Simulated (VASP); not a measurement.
A run of VASP 6.6.1 is set up as follows.

Contents of INCAR:

```
PREC = Accurate
ENCUT = 520
EDIFF = 1E-7
ISMEAR = 0
SIGMA = 0.1
LREAL = F
LASPH = T
NELM = 100
ALGO = Normal
ISIF = 2
LWAVE = F
LCHARG = F
GGA = PS
NBANDS = 18
```

KPOINTS

```
regular mesh
0
Gamma
  18 18 18
```

The input POSCAR:

```
Si2Mo
1.0
   -1.6084236828      1.6084236828      3.9365100029
    1.6084236828     -1.6084236828      3.9365100029
    1.6084236828      1.6084236828     -3.9365100029
Si Mo
2 1
Direct
    0.3350991394      0.3350991394      0.0000000000
    0.6649008606      0.6649008606      0.0000000000
    0.0000000000      0.0000000000      0.0000000000
```

Potentials or basis: VASP PAW PBE potentials, release 64 (Si, Mo_sv).

The run is started by

```bash
$ cat potpaw_PBE.64/Si/POTCAR potpaw_PBE.64/Mo_sv/POTCAR > POTCAR
$ mpirun -np 1 vasp_std > vasp.out
```

Q: Predict the pressure.

A: -4.5 GPa.

Q: Estimate the band gap on the k mesh.

A: Zero (band 11 reaches 12.45 eV, above the bottom of band 12 at 11.51 eV).

Q: Predict the largest force.

A: 0.043 eV/Å.

Forces in eV/Å, atoms in the order of the input:
```
Si   0.000  0.000  0.043
Si   0.000  0.000 -0.043
Mo   0.000  0.000  0.000
```

Caveat: the PAW data sets were made with another functional, which shifts forces and pressure a little.
